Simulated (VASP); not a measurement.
Wanted: the native input for a VASP 6.6.1 run.

* Task: single point
* Functional: LDA
* Potentials or basis: VASP PAW LDA potentials, release 64 (Fe_sv, O)
* Cutoff: 600 eV
* k mesh: 5 × 5 × 5
* Occupations: gaussian, width 0.05 eV
* Spin: collinear spin, ferromagnetic start
* Starting moments: [4.0, 4.0, 0.0, 0.0] μB
* Hubbard terms: Fe d U = 3.0 eV
* Dipole correction: no
* Further INCAR settings: ALGO = Normal; EDIFF = 1e-06; NBANDS = 34

The structure of FeO lies in POSCAR:

```
FeO
1.0
    3.5023808100      0.0000000000      0.0000000000
    0.0000000000      3.5023808100      0.0000000000
    0.0000000000      0.0000000000      4.3604723100
Fe O
2 2
Direct
    0.0000000000      0.5000000000      0.0000000000
    0.5000000000      0.0000000000      0.5000000000
    0.0000000000      0.0000000000      0.2500000000
    0.0000000000      0.0000000000      0.7500000000
```

These files were run (other wordings do the same):

INCAR

```
SYSTEM = FeO
PREC = Accurate
ENCUT = 600
EDIFF = 1E-6
ISMEAR = 0
SIGMA = 0.05
LREAL = .FALSE.
LASPH = .TRUE.
NELM = 200
ALGO = Normal
ISIF = 2
LWAVE = .FALSE.
LCHARG = .FALSE.
ISPIN = 2
MAGMOM = 4 4 0 0
LORBIT = 11
LMAXMIX = 4
LDAU = .TRUE.
LDAUTYPE = 2
LDAUL = 2 -1
LDAUU = 3 0
LDAUJ = 0 0
LDAUPRINT = 1
NBANDS = 34
GGA_COMPAT = .FALSE.
```

KPOINTS

```
Automatic mesh
0
G
  5 5 5
  0 0 0
```

Potentials or basis: VASP PAW LDA potentials, release 64 (Fe_sv, O).

The run is started by

```sh
$ cat potpaw_LDA.64/Fe_sv/POTCAR potpaw_LDA.64/O/POTCAR > POTCAR
$ mpirun -np 1 vasp_std > vasp.out
```

Results of the run:

The pressure is -15.1 GPa, the net moment is 7.56 μB per cell and the site moments are Fe +3.50; O +0.14 μB. The valence electrons inside the program's atomic spheres are Fe 13.56; O 4.94.

Caveat: the cell stands under tension; only a ferromagnetic start was run, and an antiferromagnetic order may lie lower in energy.

It took 120 s on 1 thread of Intel(R) Xeon(R) 6975P-C (Granite Rapids), with other jobs on the host, peak memory 0.19 GiB.
